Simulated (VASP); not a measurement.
Te2Mo: single point with r2SCAN

The system is Te2Mo, a slab with vacuum.

```
Te Mo
1.0
     6.36161    0.00000    0.00000
     0.00000    3.48040    0.00000
    -0.08574    0.00000   36.17589
Te Mo
4 2
Direct
  0.07915 0.75000 0.44347
  0.92085 0.25000 0.55653
  0.57075 0.25000 0.45930
  0.42925 0.75000 0.54070
  0.81865 0.75000 0.50253
  0.18135 0.25000 0.49747
```

| Property | Result |
| --- | --- |
| Program | VASP 6.6.1 |
| Task | single point |
| Functional | r2SCAN |
| Potentials or basis | VASP PAW PBE potentials, release 64 (Te, Mo_sv) |
| Cutoff | 520 eV |
| k mesh | 4 × 6 × 1 |
| Occupations | gaussian, width 0.1 eV |
| Spin | no spin polarisation |
| Dipole correction | no |
| Further INCAR settings | ALGO = Normal; EDIFF = 1e-07; NBANDS = 35 |

* Largest force: 0.059 eV/Å
* Band gap on the k mesh: zero (band 26 reaches -2.21 eV, above the bottom of band 27 at -2.33 eV)

Forces in eV/Å, atoms in the order of the input:
```
Te   0.031  0.000 -0.031
Te  -0.031  0.000  0.031
Te  -0.020  0.000 -0.043
Te   0.020  0.000  0.043
Mo   0.055  0.000  0.020
Mo  -0.055  0.000 -0.020
```

Levels at points of the mesh, in eV from the Fermi level:
```csv
k point,band 23,band 24,band 25,band 26,band 27,band 28,band 29,band 30
"(0.00, 0.00, 0.00)",-1.02,-0.68,-0.35,0.13,0.73,1.05,1.81,2.32
"(0.50, 0.00, 0.00)",-1.32,-0.87,-0.86,-0.76,0.20,1.09,1.58,1.99
"(0.00, 0.50, 0.00)",-1.72,-1.72,-1.51,-1.51,1.32,1.32,1.60,1.60
"(0.50, 0.50, 0.00)",-1.85,-1.85,-0.94,-0.94,1.25,1.25,2.00,2.00
```

Run time: 36 min on 1 thread of Intel(R) Xeon(R) Platinum 8375C CPU @ 2.90GHz (Ice Lake) (shared host), peak memory 0.99 GiB.

Caveat: the PAW data sets were made with another functional, which shifts forces and pressure a little; spin-orbit coupling is left out, which moves the levels of the heavy elements.
